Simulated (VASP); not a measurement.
# GaAs (F-43m) in VASP: settings compared

GaAs is run at these levels: PBE, r2SCAN; tasks: single point.

Everything below comes from runs of VASP 6.6.1. Logs are shortened: lines on timing, memory, paths and dates and some standing lists are left out, and cuts for length are marked.

## 1. The cell of the first run

Symmetry: F-43m, No. 216, cubic system. The conventional cell has a = 5.477 Å, b = 5.477 Å, c = 5.477 Å, α = 90.00°, β = 90.00°, γ = 90.00°. Within 3.1 Å of Ga (site symmetry -43m) lie 4 As at 2.37 Å. As (site symmetry -43m) has 4 Ga at 2.37 Å within 3.1 Å.

## 2. Single point, PBE (strain -3.3%)

The input, INCAR:

```
SYSTEM = GaAs
PREC = Accurate ; ENCUT = 520
EDIFF = 1E-7 ; ISMEAR = -1
SIGMA = 0.02 ; LREAL = .False.
LASPH = .True. ; NELM = 80
ALGO = Normal ; ISIF = 2
LWAVE = .False. ; LCHARG = .True.
GGA = PE ; LELF = .True.
LVHAR = .True. ; NBANDS = 16
```

The input, KPOINTS:

```
Automatic mesh
0
Gamma
  8 8 8
  0 0 0
```

The input, POSCAR:

```
GaAs
1.0
    0.0000000000      2.7384600526      2.7384600526
    2.7384600526      0.0000000000      2.7384600526
    2.7384600526      2.7384600526      0.0000000000
Ga As
1 1
Direct
    0.0000000000      0.0000000000      0.0000000000
    0.2500000000      0.2500000000      0.2500000000
```

Potentials or basis: VASP PAW PBE potentials, release 64 (Ga_d, As).

Launch:

```bash
$ cat potpaw_PBE.64/Ga_d/POTCAR potpaw_PBE.64/As/POTCAR > POTCAR
$ mpirun -np 1 vasp_std > vasp.out
```

OUTCAR:

```text
SYSTEM = GaAs
   PREC = Accurate
   ENCUT = 520
   EDIFF = 1E-7
   ISMEAR = -1
   LREAL = .False.
   LASPH = .True.
   NELM = 80
   ISIF = 2
   GGA = PE

 ion  position               nearest neighbor table
   1  0.000  0.000  0.000-   2 2.37   2 2.37   2 2.37   2 2.37
   2  0.250  0.250  0.250-   1 2.37   1 2.37   1 2.37   1 2.37

  LATTYP: Found a face centered cubic cell.
 ALAT       =     5.4769201052

  Lattice vectors:

 A1 = (   0.0000000000,   2.7384600526,   2.7384600526)
 A2 = (   2.7384600526,   0.0000000000,   2.7384600526)
 A3 = (   2.7384600526,   2.7384600526,   0.0000000000)

Analysis of symmetry for initial positions (statically):
=====================================================================
 Subroutine PRICEL returns:
 Original cell was already a primitive cell.

 Routine SETGRP: Setting up the symmetry group for a
 face centered cubic supercell.

 Subroutine GETGRP returns: Found 24 space group operations
 (whereof 24 operations were pure point group operations)
 out of a pool of 48 trial point group operations.

The static configuration has the point symmetry T_d .

Analysis of symmetry for dynamics (positions and initial velocities):
=====================================================================
 Subroutine PRICEL returns:
 Original cell was already a primitive cell.

 Routine SETGRP: Setting up the symmetry group for a
 face centered cubic supercell.

 Subroutine GETGRP returns: Found 24 space group operations
 (whereof 24 operations were pure point group operations)
 out of a pool of 48 trial point group operations.

The dynamic configuration has the point symmetry T_d .

 Subroutine INISYM returns: Found 24 space group operations
 (whereof 24 operations are pure point group operations),
 and found     1 'primitive' translations

----------------------------------------------------------------------------------------

                                     Primitive cell

  volume of cell :      41.0723

  direct lattice vectors                    reciprocal lattice vectors
     0.000000000  2.738460053  2.738460053    -0.182584369  0.182584369  0.182584369
     2.738460053  0.000000000  2.738460053     0.182584369 -0.182584369  0.182584369
     2.738460053  2.738460053  0.000000000     0.182584369  0.182584369 -0.182584369

  length of vectors
[... 75 lines left out ...]
   ICHARG =      2    charge: 1-file 2-atom 10-const
   ISPIN  =      1    spin polarized calculation?
   LNONCOLLINEAR =      F non collinear calculations
   LSORBIT =      F    spin-orbit coupling
   LASPH  =      T    aspherical Exc in radial PAW
   ENCUT  =  520.0 eV  38.22 Ry    6.18 a.u.   7.20  7.20  7.20*2*pi/ulx,y,z
   NELM   =     80;   NELMIN=  2; NELMDL= -5     # of ELM steps
   EDIFF  = 0.1E-06   stopping-criterion for ELM
   LREAL  =      F    real-space projection
   EDIFFG = 0.1E-05   stopping-criterion for IOM
   NSW    =      0    number of steps for IOM
   IBRION =     -1    ionic relax: 0-MD 1-quasi-New 2-CG
   NFREE  =      0    steps in history (QN), initial steepest desc. (CG)
   ISIF   =      2    stress and relaxation
   ISYM   =      2    0-nonsym 1-usesym 2-fastsym
   POTIM  = 0.5000    time-step for ionic-motion
   TEBEG  =    0.0;   TEEND  =   0.0 temperature during run
   PSTRESS=    0.0 pullay stress
   NELECT =      18.0000    total number of electrons
   NUPDOWN=      -1.0000    fix difference up-down
   EMIN   =  10.00;   EMAX   =-10.00  energy-range for DOS
   EFERMI =   0.00;   METHOD = LEGACY
   ISMEAR =    -1;   SIGMA  =   0.02  broadening in eV -4-tet -1-fermi 0-gaus
   EFERMI_NEDOS =   21; number of points for ismear=-14 and -15
   IALGO  =     38    algorithm
   IMIX   =      4    mixing-type and parameters
     AMIX     =   0.40;   BMIX     =  1.00
     AMIX_MAG =   1.60;   BMIX_MAG =  1.00
  volume/ion in A,a.u.               =      20.54       138.58
  Fermi-wavevector in a.u.,A,eV,Ry     =   1.243510  2.349893 21.038919  1.546317
  Thomas-Fermi vector in A             =   2.377818
   LORBIT       =      0    0 simple, 1 ext, 2 COOP (PROOUT), +10 PAW based schemes
   GGA     = PE    functional components
[... 5 lines left out ...]
 non-spin polarized calculation
  energy-cutoff  :      520.00
  volume of cell :       41.07
 maximum number of plane-waves:      1124
 NGX is ok and might be reduce to    30
   NGX = 15   NGY = 15   NGZ = 15

 number of electron      17.9999994 magnetization

 Free energy of the ion-electron system (eV)
  ---------------------------------------------------
  ext. energy  EPLUGINS =         0.00000000
  ---------------------------------------------------
  free energy    TOTEN  =        -8.05230213 eV

  energy without entropy =       -8.05230213  energy(sigma->0) =       -8.05230213

 E-fermi :   5.3442     XC(G=0): -10.0233

 val. band max:        4.8787951975   @ k =   0.0000   0.0000   0.0000
 cond. band min:       6.1416367754   @ k =   0.0000   0.0000   0.0000
 fundamental gap:      1.2628415779
 Fermi energy:         5.3441996085

 k-point     1 :       0.0000    0.0000    0.0000
  band No.  band energies     occupation
      1     -10.1351      2.00000
      2     -10.1351      2.00000
      3     -10.1351      2.00000
      4     -10.0293      2.00000
      5     -10.0293      2.00000
      6      -8.5781      2.00000
[... 433 lines left out ...]
      3     -10.0909      2.00000
      4     -10.0359      2.00000
      5     -10.0249      2.00000
      6      -6.0985      2.00000
[... 8 lines left out ...]
     15      16.8003      0.00000
     16      17.5900      0.00000

 [... further k-points ...]

------------------------ aborting loop because EDIFF is reached ----------------------------------------

  FORCE on cell =-STRESS in cart. coord.  units (eV):
  Direction    XX          YY          ZZ          XY          YZ          ZX
  --------------------------------------------------------------------------------------
  -------------------------------------------------------------------------------------
  Total        3.1969916      3.1969916      3.1969916     -0.0000000      0.0000000     -0.0000000
  in kB      124.7104517    124.7104517    124.7104517     -0.0000000      0.0000000     -0.0000000
  external PRESSURE =     124.7104517 kB  Pullay stress =       0.0000000 kB

 VOLUME and BASIS-vectors are now :
 -----------------------------------------------------------------------------
  energy-cutoff  :      520.00
  volume of cell :       41.07
      direct lattice vectors                 reciprocal lattice vectors
     0.000000000  2.738460053  2.738460053    -0.182584369  0.182584369  0.182584369
     2.738460053  0.000000000  2.738460053     0.182584369 -0.182584369  0.182584369
     2.738460053  2.738460053  0.000000000     0.182584369  0.182584369 -0.182584369

 POSITION                                       TOTAL-FORCE (eV/Angst)
 -----------------------------------------------------------------------------------
      0.00000      0.00000      0.00000        -0.000000     -0.000000     -0.000000
      1.36923      1.36923      1.36923         0.000000      0.000000      0.000000
 -----------------------------------------------------------------------------------
    total drift:                                0.000001      0.000001      0.000001

  FREE ENERGIE OF THE ION-ELECTRON SYSTEM (eV)
  ---------------------------------------------------
  free  energy   TOTEN  =        -8.0523021332 eV

  energy  without entropy=       -8.0523021332  energy(sigma->0) =       -8.05230213
```

OSZICAR:

```text
N       E                     dE             d eps       ncg     rms          rms(c)
DAV:   1     0.817613400532E+02    0.81761E+02   -0.89883E+03   960   0.161E+03
DAV:   2    -0.182968526371E+01   -0.83591E+02   -0.78543E+02  1040   0.313E+02
DAV:   3    -0.814613944990E+01   -0.63165E+01   -0.62953E+01  1120   0.665E+01
DAV:   4    -0.823314198382E+01   -0.87003E-01   -0.86987E-01  1136   0.856E+00
DAV:   5    -0.823431933998E+01   -0.11774E-02   -0.11773E-02  1128   0.916E-01    0.322E+00
DAV:   6    -0.807745779376E+01    0.15686E+00   -0.21374E-01  1416   0.878E+00    0.197E+00
DAV:   7    -0.805106162417E+01    0.26396E-01   -0.77832E-02  1160   0.216E+00    0.574E-01
DAV:   8    -0.805181224695E+01   -0.75062E-03   -0.11300E-02  1128   0.123E+00    0.152E-01
DAV:   9    -0.805219799106E+01   -0.38574E-03   -0.97171E-04  1080   0.326E-01    0.452E-02
DAV:  10    -0.805225832907E+01   -0.60338E-04   -0.81235E-05  1224   0.118E-01    0.246E-02
DAV:  11    -0.805230183337E+01   -0.43504E-04   -0.60023E-05  1008   0.627E-02    0.259E-03
DAV:  12    -0.805230207623E+01   -0.24286E-06   -0.14199E-06  1240   0.194E-02    0.180E-03
DAV:  13    -0.805230213324E+01   -0.57006E-07   -0.40028E-07  1096   0.458E-03
   1 F= -.80523021E+01 E0= -.80523021E+01  d E =-.445497E-12
```

Wall time 27 s (1 thread of Intel Xeon Platinum 8375C at 2.90GHz (Ice Lake), shared host); peak memory 0.17 GiB.

What came out:

```
Free energy            : -8.0523 eV
Pressure               : 12.5 GPa
Band gap on the k mesh : 1.26 eV, direct
```

Levels at points of the mesh, in eV from the valence-band top:
| k point | band 5 | band 6 | band 7 | band 8 | band 9 | band 10 | band 11 | band 12 | band 13 | band 14 |
| --- | --- | --- | --- | --- | --- | --- | --- | --- | --- | --- |
| (0.00, 0.00, 0.00) | -14.91 | -13.46 | 0.00 | 0.00 | 0.00 | 1.26 | 3.74 | 3.74 | 3.74 | 7.88 |
| (0.50, 0.00, 0.00) | -14.90 | -11.38 | -7.20 | -1.30 | -1.30 | 1.28 | 4.65 | 4.65 | 7.81 | 11.14 |
| (0.50, 0.50, 0.00) | -14.89 | -10.51 | -7.29 | -3.04 | -3.04 | 1.26 | 1.58 | 10.94 | 10.94 | 11.89 |

Caveat: the cell differs from its parent crystal (strain -3.3%). A k mesh can miss the band edges.

## 3. Single point, r2SCAN (strain -3.3%)

POSCAR is that of step 2.

The input, INCAR.step1:

```
ALGO = Normal
EDIFF = 1E-4
ENCUT = 520
GGA = PE
ISMEAR = 0
LASPH = True
LCHARG = False
LREAL = False
LWAVE = True
NBANDS = 16
NELM = 100
PREC = Accurate
SIGMA = 0.01
```

The input, INCAR.step2:

```
ALGO = Normal
EDIFF = 1E-6
ENCUT = 520
ISIF = 2
ISMEAR = 0
ISTART = 1
LASPH = True
LCHARG = False
LMIXTAU = True
LREAL = False
LWAVE = False
METAGGA = R2SCAN
NBANDS = 16
NELM = 100
PREC = Accurate
SIGMA = 0.01
```

The input, KPOINTS:

```
k-points
0
Gamma
  8 8 8
```

Potentials or basis: VASP PAW PBE potentials, release 64 (Ga_d, As).

Launch:

```bash
$ cat potpaw_PBE.64/Ga_d/POTCAR potpaw_PBE.64/As/POTCAR > POTCAR
$ cp INCAR.step1 INCAR
$ mpirun -np 1 vasp_std > vasp.out
$ cp INCAR.step2 INCAR
$ mpirun -np 1 vasp_std > vasp.out
```

Run time: 99 s. Hardware: 1 thread of Intel Xeon Platinum 8375C at 2.90GHz (Ice Lake), shared host; peak memory 0.18 GiB.

The run converged. Its results:

```
Free energy            : -26.9329 eV
Pressure               : 9.5 GPa
Band gap on the k mesh : 1.57 eV, indirect (least direct gap 1.79 eV)
```

Levels at points of the mesh, in eV from the valence-band top:
```tsv
k point	band 6	band 7	band 8	band 9	band 10	band 11	band 12	band 13
(0.00, 0.00, 0.00)	-13.97	0.00	0.00	0.00	1.79	4.05	4.05	4.05
(0.50, 0.00, 0.00)	-11.78	-7.40	-1.34	-1.34	1.66	5.00	5.00	8.39
(0.50, 0.50, 0.00)	-10.88	-7.49	-3.15	-3.15	1.57	1.88	11.67	11.67
```

Caveat: the cell differs from its parent crystal (strain -3.3%); the PAW data sets were made with another functional, which shifts forces and pressure a little.
